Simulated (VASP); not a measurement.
# ZrAl3B3N (P3m1) in VASP: single point with PBE

Aim: the single point of ZrAl3B3N with PBE.

Everything below comes from runs of VASP 6.6.1. Logs are shortened: lines on timing, memory, paths and dates and some standing lists are left out, and cuts for length are marked.

## 1. The cell of the first run

The structure is trigonal, space group P3m1 (No. 156). Conventional cell: a = 3.021 Å, b = 3.021 Å, c = 11.391 Å, α = 90.00°, β = 90.00°, γ = 120.00°. Zr (site symmetry 3m) has 9 B at 2.45 to 2.56 Å and 6 Zr at 3.02 Å within 3.2 Å. Within 2.8 Å of Al (site symmetry 3m) lie 3 N at 2.13 Å and 6 B at 2.32 to 2.42 Å. Al (site symmetry 3m) has 3 N at 2.11 Å within 2.8 Å. Within 2.9 Å of Al (site symmetry 3m) lie 3 B at 2.16 Å. Within 2.3 Å of B (site symmetry 3m) lie 3 B at 1.75 Å. B (site symmetry 3m) has 3 B at 1.75 Å within 2.3 Å. B (site symmetry 3m) has 3 Al at 2.16 Å and 3 Zr at 2.55 Å within 2.9 Å. Within 2.8 Å of N (site symmetry 3m) lie 6 Al at 2.11 to 2.13 Å.

## 2. Single point, PBE

INCAR reads:

```
SYSTEM = ZrAl3B3N
ALGO = Normal ; EDIFF = 1E-6
ENCUT = 520 ; GGA = PE
ISIF = 2 ; ISMEAR = 0
LASPH = .True. ; LCHARG = .False.
LREAL = .False. ; LWAVE = .False.
NBANDS = 28 ; NELM = 100
PREC = Accurate ; SIGMA = 0.15
```

KPOINTS reads:

```
k-points
0
Gamma
  4 4 1
  0 0 0
```

POSCAR reads:

```
ZrAl3B3N
1.0
    3.0205692189      0.0000000000      0.0000000000
   -1.5102846094      2.6158896774      0.0000000000
    0.0000000000      0.0000000000     11.3912785654
Zr Al B N
1 3 3 1
Direct
    0.3333333333      0.6666666667      0.0119266143
    0.3333333333      0.6666666667      0.3110705581
    0.6666666667      0.3333333333      0.5228590291
    0.0000000000      0.0000000000      0.7372507362
    0.6666666667      0.3333333333      0.1761587080
    0.0000000000      0.0000000000      0.1632036952
    0.6666666667      0.3333333333      0.8488209195
    0.0000000000      0.0000000000      0.4187097397
```

Potentials or basis: VASP PAW PBE potentials, release 64 (Zr_sv, Al, B, N).

Run with:

```console
cat potpaw_PBE.64/Zr_sv/POTCAR potpaw_PBE.64/Al/POTCAR potpaw_PBE.64/B/POTCAR potpaw_PBE.64/N/POTCAR > POTCAR
mpirun -np 1 vasp_std > vasp.out
```

OUTCAR:

```text
SYSTEM = ZrAl3B3N
   EDIFF = 1E-6
   ENCUT = 520
   GGA = PE
   ISIF = 2
   ISMEAR = 0
   LASPH = .True.
   LREAL = .False.
   NELM = 100
   PREC = Accurate

 ion  position               nearest neighbor table
   1  0.333  0.667  0.012-   6 2.45   6 2.45   6 2.45   7 2.55   7 2.55   7 2.55   5 2.56   5 2.56
                             5 2.56   2 3.41   4 3.58   4 3.58   4 3.58
   2  0.333  0.667  0.311-   8 2.13   8 2.13   8 2.13   5 2.32   5 2.32   5 2.32   6 2.42   6 2.42
                             6 2.42   3 2.98   3 2.98   3 2.98   1 3.41
   3  0.667  0.333  0.523-   8 2.11   8 2.11   8 2.11   2 2.98   2 2.98   2 2.98   4 3.00   4 3.00
                             4 3.00
   4  0.000  0.000  0.737-   7 2.16   7 2.16   7 2.16   3 3.00   3 3.00   3 3.00   1 3.58   1 3.58
                             1 3.58
   5  0.667  0.333  0.176-   6 1.75   6 1.75   6 1.75   2 2.32   2 2.32   2 2.32   1 2.56   1 2.56
                             1 2.56
   6  0.000  0.000  0.163-   5 1.75   5 1.75   5 1.75   2 2.42   2 2.42   2 2.42   1 2.45   1 2.45
                             1 2.45
   7  0.667  0.333  0.849-   4 2.16   4 2.16   4 2.16   1 2.55   1 2.55   1 2.55
   8  0.000  0.000  0.419-   3 2.11   3 2.11   3 2.11   2 2.13   2 2.13   2 2.13

  LATTYP: Found a hexagonal cell.
 ALAT       =     3.0205692189
 C/A-ratio  =     3.7712357307

  Lattice vectors:

 A1 = (   3.0205692189,   0.0000000000,   0.0000000000)
 A2 = (  -1.5102846094,   2.6158896774,   0.0000000000)
 A3 = (   0.0000000000,   0.0000000000,  11.3912785654)

Analysis of symmetry for initial positions (statically):
=====================================================================
 Subroutine PRICEL returns:
 Original cell was already a primitive cell.

 Routine SETGRP: Setting up the symmetry group for a
 hexagonal supercell.

 Subroutine GETGRP returns: Found  6 space group operations
 (whereof  6 operations were pure point group operations)
 out of a pool of 24 trial point group operations.

The static configuration has the point symmetry C_3v.

Analysis of symmetry for dynamics (positions and initial velocities):
=====================================================================
 Subroutine PRICEL returns:
 Original cell was already a primitive cell.

 Routine SETGRP: Setting up the symmetry group for a
 hexagonal supercell.

 Subroutine GETGRP returns: Found  6 space group operations
 (whereof  6 operations were pure point group operations)
 out of a pool of 24 trial point group operations.

The dynamic configuration has the point symmetry C_3v.

 Subroutine INISYM returns: Found  6 space group operations
 (whereof  6 operations are pure point group operations),
[... 96 lines left out ...]
   TEBEG  =    0.0;   TEEND  =   0.0 temperature during run
   PSTRESS=    0.0 pullay stress
   NELECT =      35.0000    total number of electrons
   NUPDOWN=      -1.0000    fix difference up-down
   EMIN   =  10.00;   EMAX   =-10.00  energy-range for DOS
   EFERMI =   0.00;   METHOD = LEGACY
   ISMEAR =     0;   SIGMA  =   0.15  broadening in eV -4-tet -1-fermi 0-gaus
   EFERMI_NEDOS =   21; number of points for ismear=-14 and -15
   IALGO  =     38    algorithm
   IMIX   =      4    mixing-type and parameters
     AMIX     =   0.40;   BMIX     =  1.00
     AMIX_MAG =   1.60;   BMIX_MAG =  1.00
  volume/ion in A,a.u.               =      11.25        75.93
  Fermi-wavevector in a.u.,A,eV,Ry     =   1.194916  2.258063 19.426720  1.427824
  Thomas-Fermi vector in A             =   2.330894
   LORBIT       =      0    0 simple, 1 ext, 2 COOP (PROOUT), +10 PAW based schemes
   GGA     = PE    functional components
   LHFCALC =     F    Hartree Fock is set to
   AEXX    =    0.0000 exact exchange contribution
   IVDW    =     0    specifies the selected vdW correction
   LEPSILON=     F    determine dielectric tensor
   LRPA    =     F    only Hartree local field effects (RPA)
 non-spin polarized calculation
 Gauss-broadening in eV      SIGMA  =   0.15
  energy-cutoff  :      520.00
  volume of cell :       90.01
 maximum number of plane-waves:      2455
 NGX is ok and might be reduce to    24
   NGX = 11   NGY = 11   NGZ = 43

 number of electron      34.9999999 magnetization

 Free energy of the ion-electron system (eV)
  ---------------------------------------------------
  ext. energy  EPLUGINS =         0.00000000
  ---------------------------------------------------
  free energy    TOTEN  =       -50.32686836 eV

  energy without entropy =      -50.32679094  energy(sigma->0) =      -50.32682965

 E-fermi :   9.2372     XC(G=0): -11.3740

 val. band max:        8.8632279184   @ k =   0.5000   0.0000   0.0000
 cond. band min:       9.6256433373   @ k =   0.2500   0.2500   0.0000
 fundamental gap:      0.7624154190
 Fermi energy:         9.2372478279

 k-point     1 :       0.0000    0.0000    0.0000
  band No.  band energies     occupation
      1     -39.1649      2.00000
      2     -17.4830      2.00000
      3     -16.5828      2.00000
      4     -16.5828      2.00000
      5      -8.4538      2.00000
      6      -4.3337      2.00000
[... 113 lines left out ...]
     27      15.8265      0.00000
     28      16.3937      0.00000

------------------------ aborting loop because EDIFF is reached ----------------------------------------

  FORCE on cell =-STRESS in cart. coord.  units (eV):
  Direction    XX          YY          ZZ          XY          YZ          ZX
  --------------------------------------------------------------------------------------
  -------------------------------------------------------------------------------------
  Total        0.1151057      0.1151057      0.0193867      0.0000000      0.0000000      0.0000000
  in kB        2.0489278      2.0489278      0.3450906      0.0000000      0.0000000      0.0000000
  external PRESSURE =       1.4809821 kB  Pullay stress =       0.0000000 kB

 VOLUME and BASIS-vectors are now :
 -----------------------------------------------------------------------------
  energy-cutoff  :      520.00
  volume of cell :       90.01
      direct lattice vectors                 reciprocal lattice vectors
     3.020569219  0.000000000  0.000000000     0.331063428  0.191139559  0.000000000
    -1.510284609  2.615889677  0.000000000     0.000000000  0.382279119  0.000000000
     0.000000000  0.000000000 11.391278565     0.000000000  0.000000000  0.087786458

 POSITION                                       TOTAL-FORCE (eV/Angst)
 -----------------------------------------------------------------------------------
     -0.00000      1.74393      0.13586         0.000000     -0.000000     -0.049396
     -0.00000      1.74393      3.54349        -0.000000      0.000000      0.019053
      1.51028      0.87196      5.95603        -0.000000      0.000000     -0.059295
      0.00000      0.00000      8.39823         0.000000     -0.000000     -0.021308
      1.51028      0.87196      2.00667        -0.000000      0.000000      0.046574
      0.00000      0.00000      1.85910        -0.000000      0.000000      0.000143
      1.51028      0.87196      9.66916        -0.000000      0.000000      0.008851
      0.00000      0.00000      4.76964        -0.000000      0.000000      0.055378
 -----------------------------------------------------------------------------------
    total drift:                                0.000000     -0.000000      0.000511

  FREE ENERGIE OF THE ION-ELECTRON SYSTEM (eV)
  ---------------------------------------------------
  free  energy   TOTEN  =       -50.3268683613 eV

  energy  without entropy=      -50.3267909434  energy(sigma->0) =      -50.32682965
```

Wall time 15 s (1 thread of Intel Xeon Platinum 8259CL at 2.50GHz (Skylake/Cascade Lake), shared host); peak memory 0.21 GiB.

Results:

```yaml
Free_energy: -50.3269 eV
Pressure: 0.1 GPa
Largest_force: 0.059 eV/Å
```

Forces on the atoms (eV/Å):
```
Zr   0.000  0.000 -0.049
Al   0.000  0.000  0.019
Al   0.000  0.000 -0.059
Al   0.000  0.000 -0.021
B    0.000  0.000  0.047
B    0.000  0.000  0.000
B    0.000  0.000  0.009
N    0.000  0.000  0.055
```

Caveat: the k points lie up to 0.60 Å⁻¹ apart.
